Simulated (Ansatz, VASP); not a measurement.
**Two plane-wave programs on HfO2**

```xyz
6
Lattice="3.3980 0.0000 0.0000 0.0000 3.3980 0.0000 0.0000 0.0000 5.2027" Properties=species:S:1:pos:R:3 pbc="T T T"
Hf    1.6990    1.6990    2.6013
Hf    0.0000    0.0000    0.0000
O     0.0000    1.6990    3.6219
O     1.6990    0.0000    4.1821
O     1.6990    0.0000    1.5808
O     0.0000    1.6990    1.0206
```

Change from the starting cell: strain -0.050 along x and y, +0.000 along z, atoms carried along.

Alike in both runs: task single point; functional r2SCAN; k mesh 6 × 6 × 6; occupations gaussian, width 0.05 eV; no spin polarisation.

|  | VASP | Ansatz |
| --- | --- | --- |
| version | VASP 6.6.1 | Ansatz 0.2.0 |
| potentials or method | VASP PAW PBE potentials, release 64 (Hf_pv, O), cutoff 520 eV | scalar-relativistic, plane waves, PAW |
| valence electrons in the cell | 44 | 76 |

```csv
,VASP,Ansatz,Ansatz less VASP
gap on the k mesh at the Fermi level (eV),5.54,5.50,-0.048
least direct gap on the mesh (eV),5.62,5.62,-0.001
pressure (GPa),30.5,34.6,+4.13
"traceless stress, the component that is largest in VASP (GPa)",-16.66,-16.39,+0.272
rms of the force components (eV/Å),0.204,0.228,+0.0246
```

VASP's potentials were made for PBE, not for r2SCAN. Atom by atom the forces differ by 0.025 eV/Å (rms over components). The pressures are high and differ by over a tenth, so treat them with care. The functional is the same, so the differences come from potentials, cutoffs and numerics. VASP's potentials hold 44 valence electrons a cell and Ansatz's 76, so a difference there can come from the potentials and not from the codes.

Spin-orbit coupling is off throughout.
